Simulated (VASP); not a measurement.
The system is HgTe.

```
Hg Te
1.0
     0.00000    3.07712    3.07712
     3.07712    0.00000    3.07712
     3.07712    3.07712    0.00000
Hg Te
1 1
Direct
  0.00000 0.00000 0.00000
  0.50000 0.50000 0.50000
```

- Program: VASP 6.6.1
- Task: relaxation of cell and atoms
- Functional: PBEsol
- Potentials or basis: VASP PAW PBE potentials, release 64 (Hg, Te)
- Cutoff: 600 eV
- k mesh: 12 × 12 × 12
- Occupations: gaussian, width 0.1 eV
- Spin: no spin polarisation

At the start: pressure -3.4 GPa; volume 29.14 Å³/atom.

Problem. Where does the relaxation end?

Solution. Over 3 steps the energy falls by 22.2 meV/atom and the volume is 27.19 Å³/atom (-6.7 %); space group Fm-3m (No. 225, to 0.1 Å) before and after.

The path:
| step | energy change (eV) | largest force (eV/Å) | pressure (GPa) | volume (Å³) |
| --- | --- | --- | --- | --- |
| 1 | 0.0000 | 0.0000 | -3.39 | 58.27 |
| 2 | -0.0397 | 0.0000 | 1.34 | 53.23 |
| 3 | -0.0444 | 0.0000 | 0.00 | 54.37 |

Final structure:
```
CELL_PARAMETERS angstrom
0.00000 3.00691 3.00691
3.00691 0.00000 3.00691
3.00691 3.00691 0.00000
ATOMIC_POSITIONS crystal
Hg 0.00000 0.00000 0.00000
Te 0.50000 0.50000 0.50000
```

Caveat: the PAW data sets were made with another functional, which shifts forces and pressure a little.
